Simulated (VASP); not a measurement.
A run of VASP 6.6.1 is set up as follows.

File INCAR:

```
SYSTEM = GdCd
PREC = Accurate
ENCUT = 520
EDIFF = 1E-6
ISMEAR = -1
SIGMA = 0.1
LREAL = .FALSE.
LASPH = .TRUE.
NELM = 150
ALGO = Normal
ISIF = 2
LWAVE = .FALSE.
LCHARG = .TRUE.
ISPIN = 2
MAGMOM = 7 0
LORBIT = 11
LMAXMIX = 6
GGA = PS
LELF = .TRUE.
LVHAR = .TRUE.
NBANDS = 26
```

File KPOINTS:

```
regular mesh
0
G
  8 8 8
  0 0 0
```

POSCAR

```
GdCd
1.0
    3.7343541122      0.0000000000      0.0000000000
    0.0000000000      3.7343541122      0.0000000000
    0.0000000000      0.0000000000      3.7343541122
Gd Cd
1 1
Direct
    0.5000000000      0.5000000000      0.5000000000
    0.0000000000      0.0000000000      0.0000000000
```

Potentials or basis: VASP PAW PBE potentials, release 64 (Gd, Cd).

The run is started by

```bash
$ cat potpaw_PBE.64/Gd/POTCAR potpaw_PBE.64/Cd/POTCAR > POTCAR
$ mpirun -np 1 vasp_std > vasp.out
```

Q: Estimate the site moments.

A: Gd +6.90; Cd +0.01 μB.

Q: What does it give for the net moment?

A: 7.44 μB per cell.

Q: Estimate the pressure.

A: -0.7 GPa.

Caveat: the PAW data sets were made with another functional, which shifts forces and pressure a little. The state reached can hang on the start; a lower one may exist.
